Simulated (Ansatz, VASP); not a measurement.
Li2S in VASP and in Ansatz

The input POSCAR:

```
Li2S
1.0
    0.0000000000      2.8452944241      2.8452944241
    2.8452944241      0.0000000000      2.8452944241
    2.8452944241      2.8452944241      0.0000000000
Li S
2 1
Direct
    0.2500000000      0.2500000000      0.2500000000
    0.7500000000      0.7500000000      0.7500000000
    0.0000000000      0.0000000000      0.0000000000
```

Contents of INCAR.step1:

```
PREC     = Accurate       # precision mode
ENCUT    = 830            # plane-wave cutoff, eV
ISMEAR   = 0              # smearing method
SIGMA    = 0.01           # smearing width, eV
LREAL    = False          # projectors in reciprocal space
LASPH    = True           # aspherical terms in the spheres
NELM     = 120            # most SCF steps
NBANDS   = 13             # bands
GGA      = PE             # functional
ALGO     = Normal         # electronic algorithm
EDIFF    = 1E-5           # SCF threshold, eV
LWAVE    = True           # write WAVECAR
LCHARG   = False          # write CHGCAR
GGA_COMPAT= False
```

INCAR.step2

```
PREC     = Accurate       # precision mode
ENCUT    = 830            # plane-wave cutoff, eV
EDIFF    = 1E-6           # SCF threshold, eV
ISMEAR   = 0              # smearing method
SIGMA    = 0.01           # smearing width, eV
LREAL    = False          # projectors in reciprocal space
LASPH    = True           # aspherical terms in the spheres
NELM     = 120            # most SCF steps
ALGO     = Normal         # electronic algorithm
ISIF     = 2              # what is computed and relaxed
LWAVE    = False          # write WAVECAR
LCHARG   = False          # write CHGCAR
METAGGA  = R2SCAN         # meta-GGA
LMIXTAU  = True         
NBANDS   = 13             # bands
ISTART   = 1            
GGA_COMPAT= False
```

File KPOINTS:

```
Automatic mesh
0
Gamma
  6 6 6
```

Input for Ansatz:

```yaml
crystal:
  lattice:
    - [0.0, 2.8452944241, 2.8452944241]
    - [2.8452944241, 0.0, 2.8452944241]
    - [2.8452944241, 2.8452944241, 0.0]
  atoms:
    - { symbol: Li, position: [0.25, 0.25, 0.25] }
    - { symbol: Li, position: [0.75, 0.75, 0.75] }
    - { symbol: S, position: [0.0, 0.0, 0.0] }
kpoints:
  mp_grid: { grid: [6, 6, 6] }
hamiltonian:
  xc: r2scan
scf:
  occupations: { method: fixed }
  n_extra_bands: 4
output:
  forces: true
  stress: true
  eigenvalues: true
```

Alike in both runs: task single point; functional r2SCAN; k mesh 6 × 6 × 6; no spin polarisation.

|  | VASP | Ansatz |
| --- | --- | --- |
| version | VASP 6.6.1 | Ansatz 0.2.0 |
| potentials or method | VASP PAW PBE potentials, release 64 (Li_sv, S) | plane waves, PAW |
| plane-wave cutoff (eV) | 830 | 500 |
| occupations | gaussian, width 0.01 eV | fixed |
| valence electrons in the cell | 12 | 12 |

Ansatz gave:

| Item | Value |
| --- | --- |
| gap on the k mesh at the Fermi level (eV) | 3.87 |
| pressure (GPa) | 0.0 |

Problem. Estimate VASP's values.

Solution. gap on the k mesh at the Fermi level (eV): 3.86; pressure (GPa): -0.2.

VASP's potentials were made for PBE, not for r2SCAN.
